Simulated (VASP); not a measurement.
# LiH (R-3m) in VASP: further runs

Aim: see how the results for LiH move with the level of theory and the settings. Levels: PBE, r2SCAN. Tasks: single point.

Program: VASP 6.6.1. These are calculated values, not measurements. Logs are shortened: lines on timing, memory, paths and dates and some standing lists are left out, and cuts for length are marked.

### 1 The cell of the first run

It takes space group R-3m (No. 166, trigonal). Conventional cell: a = 3.538 Å, b = 3.538 Å, c = 4.404 Å, α = 90.00°, β = 90.00°, γ = 120.00°. Within 2.9 Å of Li (site symmetry -3m) lie 8 H at 2.17 to 2.20 Å and 6 Li at 2.52 Å. H (site symmetry -3m) has 8 Li at 2.17 to 2.20 Å and 6 H at 2.52 Å within 2.9 Å.

### 2 Single point, PBE (strain along [111] +1.6%)

INCAR

```
PREC = Accurate ; ENCUT = 520
EDIFF = 1E-6 ; ISMEAR = -1
SIGMA = 0.02 ; LREAL = False
LASPH = True ; NELM = 80
ALGO = Normal ; ISIF = 2
LWAVE = False ; LCHARG = False
GGA = PE ; NBANDS = 9
```

KPOINTS

```
Automatic mesh
0
Gamma
  10 10 10
```

POSCAR

```
LiH
1.0
    2.5152510574      0.0135923457      0.0135923457
    0.0135923457      2.5152510574      0.0135923457
    0.0135923457      0.0135923457      2.5152510574
Li H
1 1
Direct
    0.0000000000      0.0000000000      0.0000000000
    0.5000000000      0.5000000000      0.5000000000
```

Potentials or basis: VASP PAW PBE potentials, release 64 (Li_sv, H).

Run with:

```console
cat potpaw_PBE.64/Li_sv/POTCAR potpaw_PBE.64/H/POTCAR > POTCAR
mpirun -np 1 vasp_std > vasp.out
```

OUTCAR:

```text
PREC = Accurate
   ENCUT = 520
   EDIFF = 1E-6
   ISMEAR = -1
   LREAL = False
   LASPH = True
   NELM = 80
   ISIF = 2
   GGA = PE

 ion  position               nearest neighbor table
   1  0.000  0.000  0.000-
   2  0.500  0.500  0.500-

  LATTYP: Found a trigonal (rhomboedric) cell.
 ALAT       =     2.5153245090
 COS(alpha) =     0.0108365135

  Lattice vectors:

 A1 = (   2.5152510574,   0.0135923457,   0.0135923457)
 A2 = (   0.0135923457,   2.5152510574,   0.0135923457)
 A3 = (   0.0135923457,   0.0135923457,   2.5152510574)

Analysis of symmetry for initial positions (statically):
=====================================================================
 Subroutine PRICEL returns:
 Original cell was already a primitive cell.

 Routine SETGRP: Setting up the symmetry group for a
 trigonal (rhombohedral) supercell.

 Subroutine GETGRP returns: Found 12 space group operations
 (whereof 12 operations were pure point group operations)
 out of a pool of 12 trial point group operations.

The static configuration has the point symmetry D_3d.

Analysis of symmetry for dynamics (positions and initial velocities):
=====================================================================
 Subroutine PRICEL returns:
 Original cell was already a primitive cell.

 Routine SETGRP: Setting up the symmetry group for a
 trigonal (rhombohedral) supercell.

 Subroutine GETGRP returns: Found 12 space group operations
 (whereof 12 operations were pure point group operations)
 out of a pool of 12 trial point group operations.

The dynamic configuration has the point symmetry D_3d.

 Subroutine INISYM returns: Found 12 space group operations
 (whereof 12 operations are pure point group operations),
 and found     1 'primitive' translations

----------------------------------------------------------------------------------------

                                     Primitive cell

  volume of cell :      15.9113

  direct lattice vectors                    reciprocal lattice vectors
     2.515251057  0.013592346  0.013592346     0.397597724 -0.002137058 -0.002137058
     0.013592346  2.515251057  0.013592346    -0.002137058  0.397597724 -0.002137058
     0.013592346  0.013592346  2.515251057    -0.002137058 -0.002137058  0.397597724

  length of vectors
     2.515324509  2.515324509  2.515324509     0.397609210  0.397609210  0.397609210

  position of ions in fractional coordinates (direct lattice)
     0.000000000  0.000000000  0.000000000
     0.500000000  0.500000000  0.500000000

  ion indices of the primitive-cell ions
   primitive index   ion index
                 1           1
                 2           2

----------------------------------------------------------------------------------------

 KPOINTS: Automatic mesh

Automatic generation of k-mesh.
 Grid dimensions read from file:
 generate k-points for:   10   10   10

 Generating k-lattice:

  Cartesian coordinates                     Fractional coordinates (reciprocal lattice)
     0.039759772 -0.000213706 -0.000213706     0.100000000  0.000000000  0.000000000
    -0.000213706  0.039759772 -0.000213706     0.000000000  0.100000000  0.000000000
    -0.000213706 -0.000213706  0.039759772     0.000000000  0.000000000  0.100000000

  Length of vectors
     0.039760921  0.039760921  0.039760921

  Shift w.r.t. Gamma in fractional coordinates (k-lattice)
     0.000000000  0.000000000  0.000000000

 Subroutine IBZKPT returns following result:
 ===========================================

 Found    116 irreducible k-points:

 Following reciprocal coordinates:
            Coordinates               Weight
  0.000000  0.000000  0.000000      1.000000
  0.100000 -0.000000 -0.000000      6.000000
  0.200000 -0.000000 -0.000000      6.000000
  0.300000 -0.000000  0.000000      6.000000
  0.400000 -0.000000  0.000000      6.000000
  0.500000 -0.000000 -0.000000      3.000000
[... 16 lines left out ...]
  0.300000  0.300000 -0.000000      6.000000
  0.400000  0.300000  0.000000     12.000000
 [... further k-points ...]
   k-points           NKPTS =    116   k-points in BZ     NKDIM =    116   number of bands    NBANDS=      9
   number of dos      NEDOS =    301   number of ions     NIONS =      2
   total plane-waves  NPLWV =   8000
   dimension x,y,z NGX =    20 NGY =   20 NGZ =   20
   dimension x,y,z NGXF=    40 NGYF=   40 NGZF=   40
   ions per type =               1   1
   NGX,Y,Z   is equivalent  to a cutoff of  13.22, 13.22, 13.22 a.u.
   NGXF,Y,Z  is equivalent  to a cutoff of  26.44, 26.44, 26.44 a.u.
 SYSTEM =  unknown system
   PREC   = accura    normal or accurate (medium, high low for compatibility)
   ISTART =      0    job   : 0-new  1-cont  2-samecut
   ICHARG =      2    charge: 1-file 2-atom 10-const
   ISPIN  =      1    spin polarized calculation?
   LNONCOLLINEAR =      F non collinear calculations
   LSORBIT =      F    spin-orbit coupling
   LASPH  =      T    aspherical Exc in radial PAW
   ENCUT  =  520.0 eV  38.22 Ry    6.18 a.u.   4.68  4.68  4.68*2*pi/ulx,y,z
   NELM   =     80;   NELMIN=  2; NELMDL= -5     # of ELM steps
   EDIFF  = 0.1E-05   stopping-criterion for ELM
   LREAL  =      F    real-space projection
   EDIFFG = 0.1E-04   stopping-criterion for IOM
   NSW    =      0    number of steps for IOM
   IBRION =     -1    ionic relax: 0-MD 1-quasi-New 2-CG
   NFREE  =      0    steps in history (QN), initial steepest desc. (CG)
   ISIF   =      2    stress and relaxation
   ISYM   =      2    0-nonsym 1-usesym 2-fastsym
   POTIM  = 0.5000    time-step for ionic-motion
   TEBEG  =    0.0;   TEEND  =   0.0 temperature during run
   PSTRESS=    0.0 pullay stress
   NELECT =       4.0000    total number of electrons
   NUPDOWN=      -1.0000    fix difference up-down
   EMIN   =  10.00;   EMAX   =-10.00  energy-range for DOS
   EFERMI =   0.00;   METHOD = LEGACY
   ISMEAR =    -1;   SIGMA  =   0.02  broadening in eV -4-tet -1-fermi 0-gaus
   EFERMI_NEDOS =   21; number of points for ismear=-14 and -15
   IALGO  =     38    algorithm
   IMIX   =      4    mixing-type and parameters
     AMIX     =   0.40;   BMIX     =  1.00
     AMIX_MAG =   1.60;   BMIX_MAG =  1.00
  volume/ion in A,a.u.               =       7.96        53.69
  Fermi-wavevector in a.u.,A,eV,Ry     =   1.033220  1.952503 14.524811  1.067544
  Thomas-Fermi vector in A             =   2.167456
   LORBIT       =      0    0 simple, 1 ext, 2 COOP (PROOUT), +10 PAW based schemes
   GGA     = PE    functional components
   LHFCALC =     F    Hartree Fock is set to
   AEXX    =    0.0000 exact exchange contribution
   IVDW    =     0    specifies the selected vdW correction
   LEPSILON=     F    determine dielectric tensor
   LRPA    =     F    only Hartree local field effects (RPA)
 non-spin polarized calculation
  energy-cutoff  :      520.00
  volume of cell :       15.91
 maximum number of plane-waves:       445
   NGX =  9   NGY =  9   NGZ =  9

 number of electron       4.0000012 magnetization

 Free energy of the ion-electron system (eV)
  ---------------------------------------------------
  ext. energy  EPLUGINS =         0.00000000
  ---------------------------------------------------
  free energy    TOTEN  =        -5.66005218 eV

  energy without entropy =       -5.66005218  energy(sigma->0) =       -5.66005218

 E-fermi :   3.7576     XC(G=0):  -8.6071

 val. band max:        3.4223891346   @ k =   0.5000   0.5000   0.5000
 cond. band min:       4.1679586916   @ k =   0.5000  -0.0000  -0.0000
 fundamental gap:      0.7455695570
 Fermi energy:         3.7575972764

 k-point     1 :       0.0000    0.0000    0.0000
  band No.  band energies     occupation
      1     -44.6583      2.00000
      2      -5.2973      2.00000
      3      15.2707      0.00000
      4      15.2707      0.00000
      5      15.3892      0.00000
      6      15.8161      0.00000
      7      18.4369      0.00000
      8      18.4369      0.00000
      9      34.4298      0.00000

 k-point     2 :       0.1000   -0.0000   -0.0000
  band No.  band energies     occupation
      1     -44.6535      2.00000
      2      -5.1466      2.00000
      3      12.5882      0.00000
      4      15.4927      0.00000
      5      15.5708      0.00000
      6      15.9512      0.00000
      7      18.6739      0.00000
      8      21.3580      0.00000
      9      33.2012      0.00000

 k-point     3 :       0.2000   -0.0000   -0.0000
  band No.  band energies     occupation
      1     -44.6408      2.00000
      2      -4.7123      2.00000
      3       9.4231      0.00000
      4      15.6158      0.00000
      5      16.1526      0.00000
      6      16.2412      0.00000
      7      19.3840      0.00000
      8      25.8302      0.00000
      9      30.2106      0.00000

 k-point     4 :       0.3000   -0.0000    0.0000
  band No.  band energies     occupation
      1     -44.6251      2.00000
      2      -4.0635      2.00000
      3       6.7749      0.00000
      4      15.1983      0.00000
      5      17.2219      0.00000
      6      17.3111      0.00000
      7      20.5625      0.00000
      8      27.0493      0.00000
      9      27.1271      0.00000
[... 205 lines left out ...]
 k-point    22 :      -0.2000    0.2000    0.0000
  band No.  band energies     occupation
      1     -44.6238      2.00000
      2      -4.0673      2.00000
      3       9.1420      0.00000
      4      10.7201      0.00000
      5      16.3093      0.00000
      6      17.0894      0.00000
      7      24.1808      0.00000
      8      27.2452      0.00000
      9      28.1593      0.00000

 k-point    23 :       0.3000    0.3000   -0.0000
  band No.  band energies     occupation
      1     -44.5943      2.00000
      2      -2.5700      2.00000
      3       6.9543      0.00000
      4       8.7118      0.00000
      5      14.9953      0.00000
      6      19.1103      0.00000
      7      22.4561      0.00000
      8      27.8597      0.00000
      9      29.4287      0.00000

 k-point    24 :       0.4000    0.3000    0.0000
  band No.  band energies     occupation
      1     -44.5824      2.00000
      2      -1.6774      2.00000
      3       5.5033      0.00000
      4       8.4843      0.00000
      5      14.2314      0.00000
      6      20.3554      0.00000
      7      22.1749      0.00000
      8      26.3540      0.00000
      9      28.9198      0.00000

 [... further k-points ...]

------------------------ aborting loop because EDIFF is reached ----------------------------------------

  FORCE on cell =-STRESS in cart. coord.  units (eV):
  Direction    XX          YY          ZZ          XY          YZ          ZX
  --------------------------------------------------------------------------------------
  -------------------------------------------------------------------------------------
  Total       -0.0495430     -0.0495430     -0.0495430      0.0240488      0.0240488      0.0240488
  in kB       -4.9886899     -4.9886899     -4.9886899      2.4215751      2.4215751      2.4215751
  external PRESSURE =      -4.9886899 kB  Pullay stress =       0.0000000 kB

 VOLUME and BASIS-vectors are now :
 -----------------------------------------------------------------------------
  energy-cutoff  :      520.00
  volume of cell :       15.91
      direct lattice vectors                 reciprocal lattice vectors
     2.515251057  0.013592346  0.013592346     0.397597724 -0.002137058 -0.002137058
     0.013592346  2.515251057  0.013592346    -0.002137058  0.397597724 -0.002137058
     0.013592346  0.013592346  2.515251057    -0.002137058 -0.002137058  0.397597724

 POSITION                                       TOTAL-FORCE (eV/Angst)
 -----------------------------------------------------------------------------------
      0.00000      0.00000      0.00000         0.000000     -0.000000      0.000000
      1.27122      1.27122      1.27122        -0.000000      0.000000      0.000000
 -----------------------------------------------------------------------------------
    total drift:                                0.000000      0.000000      0.000000

  FREE ENERGIE OF THE ION-ELECTRON SYSTEM (eV)
  ---------------------------------------------------
  free  energy   TOTEN  =        -5.6600521826 eV

  energy  without entropy=       -5.6600521826  energy(sigma->0) =       -5.66005218
```

Run time: 8.4 s. Hardware: 1 thread of Intel Xeon Platinum 8124M at 3.00GHz (Skylake/Cascade Lake), shared host; peak memory 0.13 GiB.

Results:

| Quantity | Value |
| --- | --- |
| Free energy | -5.6601 eV |
| Band gap on the k mesh | 0.75 eV, indirect (least direct gap 4.10 eV) |

Caveat: the cell differs from its parent crystal (strain along [111] +1.6%); the cutoff is under 1.25 times the usual one of these potentials, so pressure, stress and relaxed cells hold a basis-set (Pulay) error.

### 3 Single point, r2SCAN (strain along [111] +1.6%)

POSCAR is that of step 2.

INCAR.step1

```
PREC     = Accurate       # precision mode
ENCUT    = 520            # plane-wave cutoff, eV
ISMEAR   = 0              # smearing method
SIGMA    = 0.01           # smearing width, eV
LREAL    = False          # projectors in reciprocal space
LASPH    = True           # aspherical terms in the spheres
NELM     = 100            # most SCF steps
NBANDS   = 9              # bands
GGA      = PE             # functional
ALGO     = Normal         # electronic algorithm
EDIFF    = 1E-4           # SCF threshold, eV
LWAVE    = True           # write WAVECAR
LCHARG   = False          # write CHGCAR
```

INCAR.step2

```
PREC     = Accurate       # precision mode
ENCUT    = 520            # plane-wave cutoff, eV
EDIFF    = 1E-6           # SCF threshold, eV
ISMEAR   = 0              # smearing method
SIGMA    = 0.01           # smearing width, eV
LREAL    = False          # projectors in reciprocal space
LASPH    = True           # aspherical terms in the spheres
NELM     = 100            # most SCF steps
ALGO     = Normal         # electronic algorithm
ISIF     = 2              # what is computed and relaxed
LWAVE    = False          # write WAVECAR
LCHARG   = False          # write CHGCAR
METAGGA  = R2SCAN         # meta-GGA
LMIXTAU  = True         
NBANDS   = 9              # bands
ISTART   = 1
```

KPOINTS is that of step 2.

Potentials or basis: VASP PAW PBE potentials, release 64 (Li_sv, H).

Run with:

```console
cat potpaw_PBE.64/Li_sv/POTCAR potpaw_PBE.64/H/POTCAR > POTCAR
cp INCAR.step1 INCAR
mpirun -np 1 vasp_std > vasp.out
cp INCAR.step2 INCAR
mpirun -np 1 vasp_std > vasp.out
```

OUTCAR:

```text
PREC = Accurate
   ENCUT = 520
   EDIFF = 1E-6
   ISMEAR = 0
   LREAL = False
   LASPH = True
   NELM = 100
   ISIF = 2
   METAGGA = R2SCAN
   ISTART = 1

 ion  position               nearest neighbor table
   1  0.000  0.000  0.000-
   2  0.500  0.500  0.500-

  LATTYP: Found a trigonal (rhomboedric) cell.
 ALAT       =     2.5153245090
 COS(alpha) =     0.0108365135

  Lattice vectors:

[... 471 lines left out ...]
      9      30.6371      0.00000

 [... further k-points ...]

------------------------ aborting loop because EDIFF is reached ----------------------------------------

  FORCE on cell =-STRESS in cart. coord.  units (eV):
  Direction    XX          YY          ZZ          XY          YZ          ZX
  --------------------------------------------------------------------------------------
  -------------------------------------------------------------------------------------
  Total       -0.1055636     -0.1055636     -0.1055636      0.0266793      0.0266793      0.0266793
  in kB      -10.6296397    -10.6296397    -10.6296397      2.6864513      2.6864513      2.6864513
  external PRESSURE =     -10.6296397 kB  Pullay stress =       0.0000000 kB

 VOLUME and BASIS-vectors are now :
 -----------------------------------------------------------------------------
  energy-cutoff  :      520.00
  volume of cell :       15.91
      direct lattice vectors                 reciprocal lattice vectors
     2.515251057  0.013592346  0.013592346     0.397597724 -0.002137058 -0.002137058
     0.013592346  2.515251057  0.013592346    -0.002137058  0.397597724 -0.002137058
     0.013592346  0.013592346  2.515251057    -0.002137058 -0.002137058  0.397597724

 POSITION                                       TOTAL-FORCE (eV/Angst)
 -----------------------------------------------------------------------------------
      0.00000      0.00000      0.00000         0.000000      0.000000      0.000000
      1.27122      1.27122      1.27122        -0.000000     -0.000000      0.000000
 -----------------------------------------------------------------------------------
    total drift:                               -0.000000      0.000000      0.000000

  FREE ENERGIE OF THE ION-ELECTRON SYSTEM (eV)
  ---------------------------------------------------
  free  energy   TOTEN  =        -6.3393084411 eV

  energy  without entropy=       -6.3393084411  energy(sigma->0) =       -6.33930844
```

OUTCAR.step1:

```text
PREC = Accurate
   ENCUT = 520
   ISMEAR = 0
   LREAL = False
   LASPH = True
[... 510 lines left out ...]
      0.00000      0.00000      0.00000        -0.000000     -0.000000     -0.000000
      1.27122      1.27122      1.27122         0.000000      0.000000      0.000000
 -----------------------------------------------------------------------------------
    total drift:                                0.000000      0.000000      0.000000

  FREE ENERGIE OF THE ION-ELECTRON SYSTEM (eV)
  ---------------------------------------------------
  free  energy   TOTEN  =        -5.6600523448 eV

  energy  without entropy=       -5.6600523448  energy(sigma->0) =       -5.66005234
```

OSZICAR.step1:

```text
N       E                     dE             d eps       ncg     rms          rms(c)
DAV:   1    -0.164086602263E+01   -0.16409E+01   -0.14874E+03  2176   0.408E+02
DAV:   2    -0.586730791813E+01   -0.42264E+01   -0.41931E+01  2945   0.538E+01
DAV:   3    -0.592399904007E+01   -0.56691E-01   -0.56633E-01  2419   0.491E+00
DAV:   4    -0.592420062559E+01   -0.20159E-03   -0.20156E-03  2868   0.283E-01
DAV:   5    -0.592420134003E+01   -0.71444E-06   -0.71444E-06  2338   0.107E-02    0.281E+00
DAV:   6    -0.572787838425E+01    0.19632E+00   -0.16436E-01  2426   0.121E+00    0.139E+00
DAV:   7    -0.565896106100E+01    0.68917E-01   -0.21356E-01  2506   0.152E+00    0.225E-01
DAV:   8    -0.566012939684E+01   -0.11683E-02   -0.41504E-03  2549   0.431E-01    0.541E-02
DAV:   9    -0.566005234478E+01    0.77052E-04   -0.30347E-04  2649   0.576E-02
   1 F= -.56600523E+01 E0= -.56600523E+01  d E =0.000000E+00
```

It took 36 s on 1 thread of Intel Xeon Platinum 8124M at 3.00GHz (Skylake/Cascade Lake), shared host; peak memory 0.13 GiB.

Results:

* Free energy: -6.3393 eV
* Band gap on the k mesh: 1.31 eV, indirect (least direct gap 4.77 eV)

Levels at points of the mesh, in eV from the valence-band top:
```
           k point  band 1  band 2  band 3  band 4  band 5
(0.00, 0.00, 0.00)  -49.75   -9.00   12.91   12.91   13.04
(0.50, 0.00, 0.00)  -49.71   -6.75    1.31   12.60   17.81
(0.50, 0.50, 0.00)  -49.66   -2.82    1.95    2.17   10.36
(0.50, 0.50, 0.50)  -49.62    0.00    7.28    7.59    7.59
```

Caveat: the cell differs from its parent crystal (strain along [111] +1.6%); the cutoff is under 1.25 times the usual one of these potentials, so pressure, stress and relaxed cells hold a basis-set (Pulay) error; the PAW data sets were made with another functional, which shifts forces and pressure a little.
